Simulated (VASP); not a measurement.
# RbHg (Cmme) in VASP: relaxation of cell and atoms with PBE

Aim: the relaxation of cell and atoms of RbHg with PBE.

Everything below comes from runs of VASP 6.6.1. Logs are shortened: lines on timing, memory, paths and dates and some standing lists are left out, and cuts for length are marked.

### Step 1. The cell of the first run

The structure is orthorhombic, space group Cmme (No. 67). Conventional cell: a = 6.031 Å, b = 6.608 Å, c = 6.937 Å, α = 90.00°, β = 90.00°, γ = 90.00°. Within 3.7 Å of Rb (site symmetry mm2) lie 4 Hg at 2.83 Å. Hg (site symmetry 222) has 4 Rb at 2.83 Å and 4 Hg at 3.02 to 3.30 Å within 3.7 Å.

The cell was generated, and may not be a known phase.

### Step 2. Relaxation of cell and atoms, PBE

Contents of INCAR:

```
SYSTEM = RbHg
  PREC = Accurate
  ENCUT = 600
  EDIFF = 1E-7
  ISMEAR = 0
  SIGMA = 0.1
  LREAL = .False.
  LASPH = .True.
  NELM = 60
  ALGO = Fast
  ISIF = 3
  LWAVE = .False.
  LCHARG = .False.
  GGA = PE
  IBRION = 2
  NSW = 90
  EDIFFG = -0.04
```

Contents of KPOINTS:

```
regular mesh
0
Gamma
  4 4 4
  0 0 0
```

Contents of POSCAR:

```
RbHg
1.0
    3.0154737735     -3.3039631326      0.0000000000
    3.0154737735      3.3039631326      0.0000000000
    0.0000000000      0.0000000000      6.9372209138
Rb Hg
2 2
Direct
    0.7500000000      0.2500000000      0.7500000000
    0.2500000000      0.7500000000      0.2500000000
    0.7500000000      0.7500000000      0.0000000000
    0.2500000000      0.2500000000      0.0000000000
```

Potentials or basis: VASP PAW PBE potentials, release 64 (Rb_sv, Hg).

The run is started by

```console
$ cat potpaw_PBE.64/Rb_sv/POTCAR potpaw_PBE.64/Hg/POTCAR > POTCAR
$ mpirun -np 1 vasp_std > vasp.out
```

OUTCAR:

```text
SYSTEM = RbHg
   PREC = Accurate
   ENCUT = 600
   EDIFF = 1E-7
   ISMEAR = 0
   LREAL = .False.
   LASPH = .True.
   NELM = 60
   ISIF = 3
   GGA = PE
   IBRION = 2
   NSW = 90
   EDIFFG = -0.04

 ion  position               nearest neighbor table
   1  0.750  0.250  0.750-   3 2.83   4 2.83   3 2.83   4 2.83   2 4.60   2 4.60   2 4.60   2 4.60
                             2 4.79   2 4.79   2 4.79   2 4.79
   2  0.250  0.750  0.250-   3 2.83   4 2.83   4 2.83   3 2.83   1 4.60   1 4.60   1 4.60   1 4.60
                             1 4.79   1 4.79   1 4.79   1 4.79
   3  0.750  0.750  0.000-   1 2.83   2 2.83   1 2.83   2 2.83   4 3.02   4 3.02   4 3.30   4 3.30

   4  0.250  0.250  0.000-   1 2.83   2 2.83   2 2.83   1 2.83   3 3.02   3 3.02   3 3.30   3 3.30

  LATTYP: Found a base centered orthorhombic cell.
 ALAT       =     6.0309475470
 B/A-ratio  =     1.0956696628
 C/A-ratio  =     1.1502704774

  Lattice vectors:

 A1 = (   3.0154737735,  -3.3039631326,   0.0000000000)
 A2 = (   3.0154737735,   3.3039631326,   0.0000000000)
 A3 = (   0.0000000000,   0.0000000000,   6.9372209138)

Analysis of symmetry for initial positions (statically):
=====================================================================
 Subroutine PRICEL returns:
 Original cell was already a primitive cell.

 Routine SETGRP: Setting up the symmetry group for a
 base centered orthorhombic supercell.

 Subroutine GETGRP returns: Found  8 space group operations
 (whereof  4 operations were pure point group operations)
 out of a pool of  8 trial point group operations.

The static configuration has the point symmetry C_2h.
 The point group associated with its full space group is D_2h.

Analysis of symmetry for dynamics (positions and initial velocities):
=====================================================================
 Subroutine PRICEL returns:
 Original cell was already a primitive cell.

 Routine SETGRP: Setting up the symmetry group for a
 base centered orthorhombic supercell.

 Subroutine GETGRP returns: Found  8 space group operations
 (whereof  4 operations were pure point group operations)
 out of a pool of  8 trial point group operations.

The dynamic configuration has the point symmetry C_2h.
 The point group associated with its full space group is D_2h.

 Subroutine INISYM returns: Found  8 space group operations
 (whereof  4 operations are pure point group operations),
 and found     1 'primitive' translations

----------------------------------------------------------------------------------------

                                     Primitive cell

  volume of cell :     138.2313

  direct lattice vectors                    reciprocal lattice vectors
     3.015473774 -3.303963133  0.000000000     0.165811424 -0.151333408  0.000000000
     3.015473774  3.303963133  0.000000000     0.165811424  0.151333408  0.000000000
     0.000000000  0.000000000  6.937220914     0.000000000  0.000000000  0.144149943

  length of vectors
     4.473170515  4.473170515  6.937220914     0.224488816  0.224488816  0.144149943

  position of ions in fractional coordinates (direct lattice)
     0.750000000  0.250000000  0.750000000
     0.250000000  0.750000000  0.250000000
     0.750000000  0.750000000  0.000000000
     0.250000000  0.250000000  0.000000000

  ion indices of the primitive-cell ions
   primitive index   ion index
                 1           1
                 2           2
                 3           3
                 4           4

----------------------------------------------------------------------------------------

 KPOINTS: regular mesh

Automatic generation of k-mesh.
 Grid dimensions read from file:
 generate k-points for:    4    4    4

 Generating k-lattice:

  Cartesian coordinates                     Fractional coordinates (reciprocal lattice)
     0.041452856 -0.037833352  0.000000000     0.250000000  0.000000000  0.000000000
     0.041452856  0.037833352  0.000000000     0.000000000  0.250000000  0.000000000
     0.000000000  0.000000000  0.036037486     0.000000000  0.000000000  0.250000000

  Length of vectors
     0.056122204  0.056122204  0.036037486

  Shift w.r.t. Gamma in fractional coordinates (k-lattice)
     0.000000000  0.000000000  0.000000000

 Subroutine IBZKPT returns following result:
 ===========================================

 Found     21 irreducible k-points:

 Following reciprocal coordinates:
            Coordinates               Weight
  0.000000  0.000000  0.000000      1.000000
  0.250000  0.000000  0.000000      4.000000
  0.500000  0.000000  0.000000      2.000000
  0.250000  0.250000  0.000000      2.000000
  0.500000  0.250000  0.000000      4.000000
 -0.250000  0.250000  0.000000      2.000000
[... 13 lines left out ...]
 -0.250000  0.250000  0.500000      2.000000
  0.500000  0.500000  0.500000      1.000000
   k-points           NKPTS =     21   k-points in BZ     NKDIM =     21   number of bands    NBANDS=     25
   number of dos      NEDOS =    301   number of ions     NIONS =      4
   total plane-waves  NPLWV =  72576
   dimension x,y,z NGX =    36 NGY =   36 NGZ =   56
   dimension x,y,z NGXF=    72 NGYF=   72 NGZF=  112
   ions per type =               2   2
   NGX,Y,Z   is equivalent  to a cutoff of  13.38, 13.38, 13.42 a.u.
   NGXF,Y,Z  is equivalent  to a cutoff of  26.76, 26.76, 26.84 a.u.
 SYSTEM =  RbHg
   PREC   = accura    normal or accurate (medium, high low for compatibility)
   ISTART =      0    job   : 0-new  1-cont  2-samecut
   ICHARG =      2    charge: 1-file 2-atom 10-const
   ISPIN  =      1    spin polarized calculation?
   LNONCOLLINEAR =      F non collinear calculations
   LSORBIT =      F    spin-orbit coupling
   LASPH  =      T    aspherical Exc in radial PAW
   ENCUT  =  600.0 eV  44.10 Ry    6.64 a.u.   8.93  8.93 13.86*2*pi/ulx,y,z
   NELM   =     60;   NELMIN=  2; NELMDL= -5     # of ELM steps
   EDIFF  = 0.1E-06   stopping-criterion for ELM
   LREAL  =      F    real-space projection
   EDIFFG = -.4E-01   stopping-criterion for IOM
   NSW    =     90    number of steps for IOM
   IBRION =      2    ionic relax: 0-MD 1-quasi-New 2-CG
   NFREE  =      1    steps in history (QN), initial steepest desc. (CG)
   ISIF   =      3    stress and relaxation
   ISYM   =      2    0-nonsym 1-usesym 2-fastsym
   POTIM  = 0.5000    time-step for ionic-motion
   TEBEG  =    0.0;   TEEND  =   0.0 temperature during run
   PSTRESS=    0.0 pullay stress
   NELECT =      42.0000    total number of electrons
   NUPDOWN=      -1.0000    fix difference up-down
   EMIN   =  10.00;   EMAX   =-10.00  energy-range for DOS
   EFERMI =   0.00;   METHOD = LEGACY
   ISMEAR =     0;   SIGMA  =   0.10  broadening in eV -4-tet -1-fermi 0-gaus
   EFERMI_NEDOS =   21; number of points for ismear=-14 and -15
   IALGO  =     68    algorithm
   IMIX   =      4    mixing-type and parameters
     AMIX     =   0.40;   BMIX     =  1.00
     AMIX_MAG =   1.60;   BMIX_MAG =  1.00
  volume/ion in A,a.u.               =      34.56       233.21
  Fermi-wavevector in a.u.,A,eV,Ry     =   1.100582  2.079799 16.480482  1.211281
  Thomas-Fermi vector in A             =   2.236996
   LORBIT       =      0    0 simple, 1 ext, 2 COOP (PROOUT), +10 PAW based schemes
   GGA     = PE    functional components
   LHFCALC =     F    Hartree Fock is set to
   AEXX    =    0.0000 exact exchange contribution
   IVDW    =     0    specifies the selected vdW correction
   LEPSILON=     F    determine dielectric tensor
   LRPA    =     F    only Hartree local field effects (RPA)
 conjugate gradient relaxation of ions
 non-spin polarized calculation
 RMM-DIIS sequential band-by-band and
 Gauss-broadening in eV      SIGMA  =   0.10
  energy-cutoff  :      600.00
  volume of cell :      138.23
 maximum number of plane-waves:      4638
   NGX = 17   NGY = 17   NGZ = 27

--------------------------------------- Ionic step        1  -------------------------------------------

 number of electron      41.9999993 magnetization

 Free energy of the ion-electron system (eV)
  ---------------------------------------------------
  ext. energy  EPLUGINS =         0.00000000
  ---------------------------------------------------
  free energy    TOTEN  =         1.26041314 eV

  energy without entropy =        1.27017377  energy(sigma->0) =        1.26529345

------------------------ aborting loop because EDIFF is reached ----------------------------------------

  FORCE on cell =-STRESS in cart. coord.  units (eV):
  Direction    XX          YY          ZZ          XY          YZ          ZX
  --------------------------------------------------------------------------------------
  -------------------------------------------------------------------------------------
  Total       13.8025250     15.4817061     16.5108392      0.0000000     -0.0000000      0.0000000
  in kB      159.9789555    179.4416000    191.3698253      0.0000000     -0.0000000      0.0000000
  external PRESSURE =     176.9301269 kB  Pullay stress =       0.0000000 kB
[... 289 lines left out ...]
  energy  without entropy=       -2.7114628568  energy(sigma->0) =       -2.72094552

--------------------------------------- Ionic step        9  -------------------------------------------

 number of electron      41.9999985 magnetization

 Free energy of the ion-electron system (eV)
  ---------------------------------------------------
  ext. energy  EPLUGINS =         0.00000000
  ---------------------------------------------------
  free energy    TOTEN  =        -2.73685549 eV

  energy without entropy =       -2.71555753  energy(sigma->0) =       -2.72620651

 E-fermi :   0.5336     XC(G=0):  -6.5985

 val. band max:        0.5278903531   @ k =  -0.2500   0.2500   0.2500
 cond. band min:       0.5572144786   @ k =   0.0000   0.0000   0.2500
 fundamental gap:      0.0293241255
 Fermi energy:         0.5335856353

 k-point     1 :       0.0000    0.0000    0.0000
  band No.  band energies     occupation
      1     -28.1662      2.00000
      2     -28.1641      2.00000
      3     -12.3061      2.00000
      4     -12.2610      2.00000
      5     -12.2501      2.00000
      6     -12.2470      2.00000
[... 608 lines left out ...]
  FREE ENERGIE OF THE ION-ELECTRON SYSTEM (eV)
  ---------------------------------------------------
  free  energy   TOTEN  =        -2.7368554929 eV

  energy  without entropy=       -2.7155575324  energy(sigma->0) =       -2.72620651

 reached required accuracy - stopping structural energy minimisation
```

It took 8.8 min on 1 thread of Intel Xeon Platinum 8488C (Sapphire Rapids), shared host; peak memory 0.32 GiB.

What came out:

| Property | Result |
| --- | --- |
| Free energy | -2.7369 eV |
| Relaxed volume | 57.04 Å³/atom |
| Relaxed cell | a = 5.024 Å, b = 5.024 Å, c = 9.226 Å, α = 90.00°, β = 90.00°, γ = 101.56° |
| Space group after relaxing (to 0.1 Å) | Cmme (No. 67) |
| Energy gained by relaxing | 999.3 meV/atom |
| Ionic steps | 9 |
| Pressure after relaxing | 0.0 GPa |
| Largest force after relaxing | 0.011 eV/Å |
| Band gap on the k mesh | zero (bands 21 and 22 overlap by 1.24 eV) |

Forces in eV/Å, atoms in the order of the input:
```
Rb   0.000  0.000 -0.011
Rb   0.000  0.000  0.011
Hg   0.000  0.000  0.000
Hg   0.000  0.000  0.000
```

Stress tensor (GPa, compression positive):
```
 0.01  0.00  0.00
 0.00 -0.09  0.00
 0.00  0.00  0.10
```

The path:
```
step  energy change (eV)  largest force (eV/Å)  pressure (GPa)  volume (Å³)
   1              0.0000                4.6927           17.69       138.23
   2             -3.8457                0.2706            0.24       229.45
   3             -3.8543                0.2334            0.12       233.04
   4             -3.8772                0.2177            0.11       231.99
   5             -3.9399                0.1594            0.10       228.55
   6             -3.9871                0.0289            0.29       220.23
   7             -3.9908                0.0540            0.20       222.21
   8             -3.9908                0.0482            0.22       221.75
   9             -3.9973                0.0109            0.01       228.16
```

Final structure:
```yaml
crystal:
  lattice:
    - [3.17675, -3.89239, 0.00000]
    - [3.17675, 3.89239, 0.00000]
    - [0.00000, 0.00000, 9.22586]
  atoms:
    - { symbol: Rb, position: [0.75000, 0.25000, 0.70850] }
    - { symbol: Rb, position: [0.25000, 0.75000, 0.29150] }
    - { symbol: Hg, position: [0.75000, 0.75000, 0.00000] }
    - { symbol: Hg, position: [0.25000, 0.25000, 0.00000] }
```

Caveat: the volume moved by over 15 % at a fixed basis, so the end points are rough; spin-orbit coupling is left out, which moves the levels of the heavy elements.

The gap in the log of VASP goes by the Fermi energy; the results here count the filled bands.